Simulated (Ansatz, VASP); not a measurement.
C in VASP and in Ansatz

```
C
1.0
     2.58102    0.00000    0.00000
    -1.29051    2.23523    0.00000
     0.00000    0.00000    8.51231
C
8
Cartesian
  0.0000 -0.0369 0.7914
  0.0000 -0.0369 5.0476
  0.0000 -0.0369 3.4647
  0.0000 -0.0369 7.7209
  0.0000 1.5271 1.3239
  1.2905 0.7820 5.5801
  0.0000 1.5271 2.9322
  1.2905 0.7820 7.1884
```

Change from the starting cell: mode 14 frozen in at -0.036 Å, equal normal strain along x, y and z +0.0250.

Alike in both runs: task single point; functional PBE; k mesh 12 × 12 × 4; occupations gaussian, width 0.05 eV; no spin polarisation.

|  | VASP | Ansatz |
| --- | --- | --- |
| version | VASP 6.6.1 | Ansatz 0.2.0 |
| potentials or method | VASP PAW PBE potentials, release 64 (C), cutoff 520 eV | scalar-relativistic, plane waves, PAW |
| valence electrons in the cell | 32 | 32 |

VASP gave:

* gap on the k mesh at the Fermi level (eV): 3.75
* least direct gap on the mesh (eV): 4.29
* pressure (GPa): -25.9
* traceless stress, the component that is largest in VASP (GPa): 1.33
* rms of the force components (eV/Å): 1.124

Task: What did Ansatz give for the same quantities?

Result: gap on the k mesh at the Fermi level (eV): 3.76; least direct gap on the mesh (eV): 4.29; pressure (GPa): -26.3; traceless stress, the component that is largest in VASP (GPa): 1.29; rms of the force components (eV/Å): 1.114.

Atom by atom the forces differ by 0.010 eV/Å (rms over components).
